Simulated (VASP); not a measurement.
# BAs (F-43m) in VASP: density of states with PBE

Aim: the density of states of BAs with PBE.

Everything below comes from runs of VASP 6.6.1. Logs are shortened: lines on timing, memory, paths and dates and some standing lists are left out, and cuts for length are marked.

## Step 1: The cell of the first run

Symmetry: F-43m, No. 216, cubic system. Conventional cell: a = 4.807 Å, b = 4.807 Å, c = 4.807 Å, α = 90.00°, β = 90.00°, γ = 90.00°. Within 2.8 Å of B (site symmetry -43m) lie 4 As at 2.08 Å. Within 2.8 Å of As (site symmetry -43m) lie 4 B at 2.08 Å.

## Step 2: Density of states, PBE

POSCAR reads:

```
BAs
1.0
    0.0000000000      2.4034868500      2.4034868500
    2.4034868500      0.0000000000      2.4034868500
    2.4034868500      2.4034868500      0.0000000000
B As
1 1
Direct
    0.0000000000      0.0000000000      0.0000000000
    0.2500000000      0.2500000000      0.2500000000
```

INCAR.step1 reads:

```
ALGO     = Normal         # electronic algorithm
EDIFF    = 1E-6           # SCF threshold, eV
ENCUT    = 520            # plane-wave cutoff, eV
GGA      = PE             # functional
ISIF     = 2              # what is computed and relaxed
ISMEAR   = -1             # smearing method
LASPH    = T              # aspherical terms in the spheres
LCHARG   = T              # write CHGCAR
LREAL    = F              # projectors in reciprocal space
LWAVE    = F              # write WAVECAR
NBANDS   = 11             # bands
NELM     = 60             # most SCF steps
PREC     = Accurate       # precision mode
SIGMA    = 0.0741         # smearing width, eV
```

KPOINTS.step1 reads:

```
k-points
0
Gamma
  9 9 9
```

INCAR.step2 reads:

```
ALGO     = Normal         # electronic algorithm
EDIFF    = 1E-6           # SCF threshold, eV
ENCUT    = 520            # plane-wave cutoff, eV
GGA      = PE             # functional
ICHARG   = 11             # starting density
ISIF     = 2              # what is computed and relaxed
ISMEAR   = -5             # smearing method
LASPH    = T              # aspherical terms in the spheres
LCHARG   = F              # write CHGCAR
LORBIT   = 10             # projections on sites
LREAL    = F              # projectors in reciprocal space
LWAVE    = F              # write WAVECAR
NBANDS   = 11             # bands
NEDOS    = 2001           # points of the DOS
NELM     = 60             # most SCF steps
PREC     = Accurate       # precision mode
SIGMA    = 0.0741         # smearing width, eV
```

KPOINTS.step2 reads:

```
k-points
0
Gamma
  14 14 14
```

Potentials or basis: VASP PAW PBE potentials, release 64 (B, As).

Command:

```console
$ cat potpaw_PBE.64/B/POTCAR potpaw_PBE.64/As/POTCAR > POTCAR
$ cp INCAR.step1 INCAR
$ cp KPOINTS.step1 KPOINTS
$ mpirun -np 1 vasp_std > vasp.out
$ cp INCAR.step2 INCAR
$ cp KPOINTS.step2 KPOINTS
$ mpirun -np 1 vasp_std > vasp.out
```

OUTCAR:

```text
EDIFF = 1E-6
   ENCUT = 520
   GGA = PE
   ICHARG = 11
   ISIF = 2
   ISMEAR = -5
   LASPH = T
   LORBIT = 10
   LREAL = F
   NELM = 60
   PREC = Accurate

 ion  position               nearest neighbor table
   1  0.000  0.000  0.000-   2 2.08   2 2.08   2 2.08   2 2.08
   2  0.250  0.250  0.250-   1 2.08   1 2.08   1 2.08   1 2.08

  LATTYP: Found a face centered cubic cell.
 ALAT       =     4.8069737000

  Lattice vectors:

 A1 = (   0.0000000000,   2.4034868500,   2.4034868500)
 A2 = (   2.4034868500,   0.0000000000,   2.4034868500)
 A3 = (   2.4034868500,   2.4034868500,   0.0000000000)

Analysis of symmetry for initial positions (statically):
=====================================================================
 Subroutine PRICEL returns:
 Original cell was already a primitive cell.

 Routine SETGRP: Setting up the symmetry group for a
 face centered cubic supercell.

 Subroutine GETGRP returns: Found 24 space group operations
 (whereof 24 operations were pure point group operations)
 out of a pool of 48 trial point group operations.

The static configuration has the point symmetry T_d .

Analysis of symmetry for dynamics (positions and initial velocities):
=====================================================================
 Subroutine PRICEL returns:
 Original cell was already a primitive cell.

 Routine SETGRP: Setting up the symmetry group for a
 face centered cubic supercell.

 Subroutine GETGRP returns: Found 24 space group operations
 (whereof 24 operations were pure point group operations)
 out of a pool of 48 trial point group operations.

The dynamic configuration has the point symmetry T_d .

 Subroutine INISYM returns: Found 24 space group operations
 (whereof 24 operations are pure point group operations),
 and found     1 'primitive' translations

----------------------------------------------------------------------------------------

                                     Primitive cell

  volume of cell :      27.7687

  direct lattice vectors                    reciprocal lattice vectors
     0.000000000  2.403486850  2.403486850    -0.208031094  0.208031094  0.208031094
     2.403486850  0.000000000  2.403486850     0.208031094 -0.208031094  0.208031094
     2.403486850  2.403486850  0.000000000     0.208031094  0.208031094 -0.208031094

  length of vectors
     3.399043700  3.399043700  3.399043700     0.360320425  0.360320425  0.360320425

  position of ions in fractional coordinates (direct lattice)
     0.000000000  0.000000000  0.000000000
     0.250000000  0.250000000  0.250000000
[... 90 lines left out ...]
   NELECT =       8.0000    total number of electrons
   NUPDOWN=      -1.0000    fix difference up-down
   EMIN   =  10.00;   EMAX   =-10.00  energy-range for DOS
   EFERMI =   0.00;   METHOD = LEGACY
   ISMEAR =    -5;   SIGMA  =   0.07  broadening in eV -4-tet -1-fermi 0-gaus
   EFERMI_NEDOS =   21; number of points for ismear=-14 and -15
   IALGO  =     38    algorithm
   IMIX   =      4    mixing-type and parameters
     AMIX     =   0.40;   BMIX     =  1.00
     AMIX_MAG =   1.60;   BMIX_MAG =  1.00
  volume/ion in A,a.u.               =      13.88        93.70
  Fermi-wavevector in a.u.,A,eV,Ry     =   1.081234  2.043236 15.906125  1.169067
  Thomas-Fermi vector in A             =   2.217245
   LORBIT       =     10    0 simple, 1 ext, 2 COOP (PROOUT), +10 PAW based schemes
   GGA     = PE    functional components
   LHFCALC =     F    Hartree Fock is set to
   AEXX    =    0.0000 exact exchange contribution
   IVDW    =     0    specifies the selected vdW correction
   LEPSILON=     F    determine dielectric tensor
   LRPA    =     F    only Hartree local field effects (RPA)
 non-spin polarized calculation
 Fermi weights with tetrahedron method with Bloechl corrections
  energy-cutoff  :      520.00
  volume of cell :       27.77
 maximum number of plane-waves:       760
 NGX is ok and might be reduce to    28

 number of electron       8.0000000 magnetization

 Free energy of the ion-electron system (eV)
  ---------------------------------------------------
  ext. energy  EPLUGINS =         0.00000000
  ---------------------------------------------------
  free energy    TOTEN  =       -11.41190616 eV

  energy without entropy =      -11.41190616  energy(sigma->0) =      -11.41190616

 E-fermi :   5.9376     XC(G=0): -10.5030

 val. band max:        5.9227682250   @ k =   0.0000   0.0000   0.0000
 cond. band min:       7.1370655581   @ k =   0.4286   0.4286   0.0000
 fundamental gap:      1.2142973330
 Fermi energy:         5.9375881315

 k-point     1 :       0.0000    0.0000    0.0000
  band No.  band energies     occupation
      1      -9.3103      2.00000
      2       5.9228      2.00000
      3       5.9228      2.00000
      4       5.9228      2.00000
      5       9.1722      0.00000
      6       9.1722      0.00000
      7       9.1722      0.00000
      8      10.3703      0.00000
      9      15.4137      0.00000
     10      18.7956      0.00000
     11      18.7957      0.00000
[... 309 lines left out ...]
 k-point    24 :       0.2857    0.1429    0.0000
  band No.  band energies     occupation
      1      -8.1295      2.00000
      2       1.3316      2.00000
      3       3.7793      2.00000
      4       3.8952      2.00000
      5       8.7013      0.00000
      6      10.9180      0.00000
      7      12.1003      0.00000
      8      12.3122      0.00000
      9      16.3176      0.00000
     10      18.5848      0.00000
     11      19.1170      0.00000

 [... further k-points ...]
[... 5 lines left out ...]
  --------------------------------------------------------------------------------------
  -------------------------------------------------------------------------------------
  Total        0.1345571      0.1345571      0.1345571     -0.0000000     -0.0000000     -0.0000000
  in kB        7.7635785      7.7635785      7.7635785     -0.0000000     -0.0000000     -0.0000000
  external PRESSURE =       7.7635785 kB  Pullay stress =       0.0000000 kB

 VOLUME and BASIS-vectors are now :
 -----------------------------------------------------------------------------
  energy-cutoff  :      520.00
  volume of cell :       27.77
      direct lattice vectors                 reciprocal lattice vectors
     0.000000000  2.403486850  2.403486850    -0.208031094  0.208031094  0.208031094
     2.403486850  0.000000000  2.403486850     0.208031094 -0.208031094  0.208031094
     2.403486850  2.403486850  0.000000000     0.208031094  0.208031094 -0.208031094

 POSITION                                       TOTAL-FORCE (eV/Angst)
 -----------------------------------------------------------------------------------
      0.00000      0.00000      0.00000        -0.000000      0.000000     -0.000000
      1.20174      1.20174      1.20174         0.000000     -0.000000      0.000000
 -----------------------------------------------------------------------------------
    total drift:                               -0.000000     -0.000000     -0.000000

  FREE ENERGIE OF THE ION-ELECTRON SYSTEM (eV)
  ---------------------------------------------------
  free  energy   TOTEN  =       -11.4119061602 eV

  energy  without entropy=      -11.4119061602  energy(sigma->0) =      -11.41190616

 total charge

# of ion       s       p       d       tot
------------------------------------------
    1        0.657   1.159   0.000   1.817
    2        1.173   1.647   0.085   2.905
--------------------------------------------------
tot          1.831   2.806   0.085   4.722
```

It took 36 s on 1 thread of AMD EPYC 7R13 (Zen 3), shared host; peak memory 0.14 GiB.

Results:

- Valence electrons inside the program's atomic spheres: B 1.82; As 2.90
